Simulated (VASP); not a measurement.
# Al (Fm-3m) in VASP: single point with PBE

Aim: the single point of Al with PBE.

Program: VASP 6.6.1. These are calculated values, not measurements. Logs are shortened: lines on timing, memory, paths and dates and some standing lists are left out, and cuts for length are marked.

## (1) The cell of the first run

It takes space group Fm-3m (No. 225, cubic). Conventional cell: a = 4.042 Å, b = 4.042 Å, c = 4.042 Å, α = 90.00°, β = 90.00°, γ = 90.00°. Within 3.8 Å of Al (site symmetry m-3m) lie 12 Al at 2.86 Å.

## (2) Single point, PBE, non-collinear spin, zero start, spin-orbit coupling

The input, INCAR:

```
ALGO = Normal
EDIFF = 1E-6
ENCUT = 520
GGA = PE
GGA_COMPAT = False
ISIF = 2
ISMEAR = 0
LASPH = True
LCHARG = False
LORBIT = 11
LORBMOM = True
LREAL = False
LSORBIT = True
LWAVE = False
MAGMOM = 0 0 0
NBANDS = 14
NELM = 150
PREC = Accurate
SIGMA = 0.05
```

The input, KPOINTS:

```
k-points
0
Gamma
  18 18 18
```

The input, POSCAR:

```
Al
1.0
    0.0000000000      2.0210660060      2.0210660060
    2.0210660060      0.0000000000      2.0210660060
    2.0210660060      2.0210660060      0.0000000000
Al
1
Direct
    0.0000000000      0.0000000000      0.0000000000
```

Potentials or basis: VASP PAW PBE potentials, release 64 (Al).

On the command line:

```console
$ cat potpaw_PBE.64/Al/POTCAR > POTCAR
$ mpirun -np 1 vasp_ncl > vasp.out
```

OUTCAR:

```text
EDIFF = 1E-6
   ENCUT = 520
   GGA = PE
   ISIF = 2
   ISMEAR = 0
   LASPH = True
   LORBIT = 11
   LREAL = False
   LSORBIT = True
   NELM = 150
   PREC = Accurate

 ion  position               nearest neighbor table
   1  0.000  0.000  0.000-

  LATTYP: Found a face centered cubic cell.
 ALAT       =     4.0421320120

  Lattice vectors:

 A1 = (   0.0000000000,   2.0210660060,   2.0210660060)
 A2 = (   2.0210660060,   0.0000000000,   2.0210660060)
 A3 = (   2.0210660060,   2.0210660060,   0.0000000000)

Analysis of symmetry for initial positions (statically):
=====================================================================
 Subroutine PRICEL returns:
 Original cell was already a primitive cell.

 Routine SETGRP: Setting up the symmetry group for a
 face centered cubic supercell.

 Subroutine GETGRP returns: Found 48 space group operations
 (whereof 48 operations were pure point group operations)
 out of a pool of 48 trial point group operations.

The static configuration has the point symmetry O_h .

Analysis of symmetry for dynamics (positions and initial velocities):
=====================================================================
 Subroutine PRICEL returns:
 Original cell was already a primitive cell.

 Routine SETGRP: Setting up the symmetry group for a
 face centered cubic supercell.

 Subroutine GETGRP returns: Found 48 space group operations
 (whereof 48 operations were pure point group operations)
 out of a pool of 48 trial point group operations.

The dynamic configuration has the point symmetry O_h .

Analysis of structural, dynamic, and magnetic symmetry:
=====================================================================
 Subroutine PRICEL returns:
 Original cell was already a primitive cell.

 Routine SETGRP: Setting up the symmetry group for a
 face centered cubic supercell.

 Subroutine GETGRP returns: Found 48 space group operations
 (whereof 48 operations were pure point group operations)
 out of a pool of 48 trial point group operations.

The overall configuration has the point symmetry O_h .

 Subroutine INISYM returns: Found 48 space group operations
 (whereof 48 operations are pure point group operations),
 and found     1 'primitive' translations

----------------------------------------------------------------------------------------

                                     Primitive cell

  volume of cell :      16.5109

  direct lattice vectors                    reciprocal lattice vectors
     0.000000000  2.021066006  2.021066006    -0.247394196  0.247394196  0.247394196
     2.021066006  0.000000000  2.021066006     0.247394196 -0.247394196  0.247394196
     2.021066006  2.021066006  0.000000000     0.247394196  0.247394196 -0.247394196

  length of vectors
     2.858218956  2.858218956  2.858218956     0.428499317  0.428499317  0.428499317

  position of ions in fractional coordinates (direct lattice)
     0.000000000  0.000000000  0.000000000

  ion indices of the primitive-cell ions
   primitive index   ion index
                 1           1

----------------------------------------------------------------------------------------

 KPOINTS: k-points

Automatic generation of k-mesh.
 Grid dimensions read from file:
 generate k-points for:   18   18   18

 Generating k-lattice:

  Cartesian coordinates                     Fractional coordinates (reciprocal lattice)
    -0.013744122  0.013744122  0.013744122     0.055555556  0.000000000  0.000000000
     0.013744122 -0.013744122  0.013744122     0.000000000  0.055555556  0.000000000
     0.013744122  0.013744122 -0.013744122     0.000000000  0.000000000  0.055555556

  Length of vectors
     0.023805518  0.023805518  0.023805518

  Shift w.r.t. Gamma in fractional coordinates (k-lattice)
     0.000000000  0.000000000  0.000000000

 Subroutine IBZKPT returns following result:
 ===========================================

 Found    195 irreducible k-points:

 Following reciprocal coordinates:
[... 54 lines left out ...]
   PSTRESS=    0.0 pullay stress
   NELECT =       3.0000    total number of electrons
   NUPDOWN=      -1.0000    fix difference up-down
   EMIN   =  10.00;   EMAX   =-10.00  energy-range for DOS
   EFERMI =   0.00;   METHOD = LEGACY
   ISMEAR =     0;   SIGMA  =   0.05  broadening in eV -4-tet -1-fermi 0-gaus
   EFERMI_NEDOS =   21; number of points for ismear=-14 and -15
   IALGO  =     38    algorithm
   IMIX   =      4    mixing-type and parameters
     AMIX     =   0.40;   BMIX     =  1.00
     AMIX_MAG =   1.60;   BMIX_MAG =  1.00
  volume/ion in A,a.u.               =      16.51       111.42
  Fermi-wavevector in a.u.,A,eV,Ry     =   0.927238  1.752227 11.697896  0.859771
  Thomas-Fermi vector in A             =   2.053287
   LORBIT       =     11    0 simple, 1 ext, 2 COOP (PROOUT), +10 PAW based schemes
   GGA     = PE    functional components
   LHFCALC =     F    Hartree Fock is set to
   AEXX    =    0.0000 exact exchange contribution
   IVDW    =     0    specifies the selected vdW correction
   LEPSILON=     F    determine dielectric tensor
   LRPA    =     F    only Hartree local field effects (RPA)
 Gauss-broadening in eV      SIGMA  =   0.05
  energy-cutoff  :      520.00
  volume of cell :       16.51
 maximum number of plane-waves:       918
 NGX is ok and might be reduce to    24
   NGX = 11   NGY = 11   NGZ = 11

 number of electron       3.0000000 magnetization       0.0000000      0.0000000      0.0000000

 number of electron       3.0000000 magnetization      -0.0000000     -0.0000000      0.0000000

 number of electron       3.0000000 magnetization       0.0000000      0.0000000     -0.0000000

 Free energy of the ion-electron system (eV)
  ---------------------------------------------------
  ext. energy  EPLUGINS =         0.00000000
  ---------------------------------------------------
  free energy    TOTEN  =        -3.74330663 eV

  energy without entropy =       -3.74220420  energy(sigma->0) =       -3.74275541

 E-fermi :   7.9827     XC(G=0): -10.1941

 val. band max:        7.9784293913   @ k =  -0.2778   0.2778   0.0556
 cond. band min:       7.9861114311   @ k =  -0.2778   0.5000   0.2222
 fundamental gap:      0.0076820398
 Fermi energy:         7.9826796431

 k-point     1 :       0.0000    0.0000    0.0000
  band No.  band energies     occupation
      1      -3.1365      1.00000
      2      -3.1365      1.00000
      3      20.6089      0.00000
      4      20.6089      0.00000
      5      20.6089      0.00000
      6      20.6089      0.00000
      7      20.6089      0.00000
      8      20.6089      0.00000
      9      22.0526      0.00000
     10      22.0526      0.00000
     11      22.1178      0.00000
     12      22.1178      0.00000
     13      22.1178      0.00000
     14      22.1178      0.00000
[... 377 lines left out ...]
      1      -1.4960      1.00000
      2      -1.4960      1.00000
      3      11.8327      0.00000
      4      11.8327      0.00000
      5      17.2739      0.00000
      6      17.2739      0.00000
      7      20.1243      0.00000
      8      20.1243      0.00000
      9      21.8693      0.00000
     10      21.8693      0.00000
     11      22.9193      0.00000
     12      22.9193      0.00000
     13      23.3665      0.00000
     14      23.3665      0.00000

 [... further k-points ...]

------------------------ aborting loop because EDIFF is reached ----------------------------------------

  FORCE on cell =-STRESS in cart. coord.  units (eV):
  Direction    XX          YY          ZZ          XY          YZ          ZX
  --------------------------------------------------------------------------------------
  -------------------------------------------------------------------------------------
  Total       -0.0044484     -0.0044484     -0.0044484      0.0000000      0.0000000     -0.0000000
  in kB       -0.4316573     -0.4316573     -0.4316573      0.0000000      0.0000000     -0.0000000
  external PRESSURE =      -0.4316573 kB  Pullay stress =       0.0000000 kB

 VOLUME and BASIS-vectors are now :
 -----------------------------------------------------------------------------
  energy-cutoff  :      520.00
  volume of cell :       16.51
      direct lattice vectors                 reciprocal lattice vectors
     0.000000000  2.021066006  2.021066006    -0.247394196  0.247394196  0.247394196
     2.021066006  0.000000000  2.021066006     0.247394196 -0.247394196  0.247394196
     2.021066006  2.021066006  0.000000000     0.247394196  0.247394196 -0.247394196

 POSITION                                       TOTAL-FORCE (eV/Angst)
 -----------------------------------------------------------------------------------
      0.00000      0.00000      0.00000         0.000000      0.000000      0.000000
 -----------------------------------------------------------------------------------
    total drift:                                0.000000     -0.000000      0.000000

  FREE ENERGIE OF THE ION-ELECTRON SYSTEM (eV)
  ---------------------------------------------------
  free  energy   TOTEN  =        -3.7433066293 eV

  energy  without entropy=       -3.7422041997  energy(sigma->0) =       -3.74275541

 orbital moment (x)

 # of ion     p       tot
 --------------------------------
  1        -0.000  -0.000
 --------------------------------
           -0.000  -0.000

 orbital moment (y)

 # of ion     p       tot
 --------------------------------
  1         0.000   0.000
 --------------------------------
            0.000   0.000

 orbital moment (z)

 # of ion     p       tot
 --------------------------------
  1         0.000   0.000
 --------------------------------
            0.000   0.000

 Spin-Orbit-Coupling matrix elements

 Ion:    1  E_soc:     -0.0001094
 l=   1
     0.0000000    -0.0000182    -0.0000182
    -0.0000182     0.0000000    -0.0000182
    -0.0000182    -0.0000182     0.0000000
 l=   2
     0.0000000     0.0000000     0.0000000     0.0000000     0.0000000
     0.0000000     0.0000000     0.0000000     0.0000000     0.0000000
     0.0000000     0.0000000     0.0000000     0.0000000     0.0000000
     0.0000000     0.0000000     0.0000000     0.0000000     0.0000000
     0.0000000     0.0000000     0.0000000     0.0000000     0.0000000
 l=   3
     0.0000000     0.0000000     0.0000000     0.0000000     0.0000000     0.0000000     0.0000000
     0.0000000     0.0000000     0.0000000     0.0000000     0.0000000     0.0000000     0.0000000
     0.0000000     0.0000000     0.0000000     0.0000000     0.0000000     0.0000000     0.0000000
     0.0000000     0.0000000     0.0000000     0.0000000     0.0000000     0.0000000     0.0000000
     0.0000000     0.0000000     0.0000000     0.0000000     0.0000000     0.0000000     0.0000000
     0.0000000     0.0000000     0.0000000     0.0000000     0.0000000     0.0000000     0.0000000
     0.0000000     0.0000000     0.0000000     0.0000000     0.0000000     0.0000000     0.0000000

 total charge

# of ion       s       p       d       tot
------------------------------------------
    1        0.429   0.338   0.000   0.767

 magnetization (x)

# of ion       s       p       d       tot
------------------------------------------
    1        0.000   0.000   0.000   0.000

 magnetization (y)

# of ion       s       p       d       tot
------------------------------------------
    1        0.000  -0.000   0.000  -0.000

 magnetization (z)

# of ion       s       p       d       tot
------------------------------------------
    1        0.000  -0.000   0.000  -0.000
```

Run time: 25 s. Hardware: 1 thread of Intel Xeon 6975P-C (Granite Rapids), shared host; peak memory 0.22 GiB.

What came out:

```
Free energy                                           : -3.7433 eV
Pressure                                              : 0.0 GPa
Net moment                                            : 0.00 μB per cell
Valence electrons inside the program's atomic spheres : Al 0.77
```

Moments on the atoms (μB; x, y, z):
```
Al  0.00 0.00 0.00
```
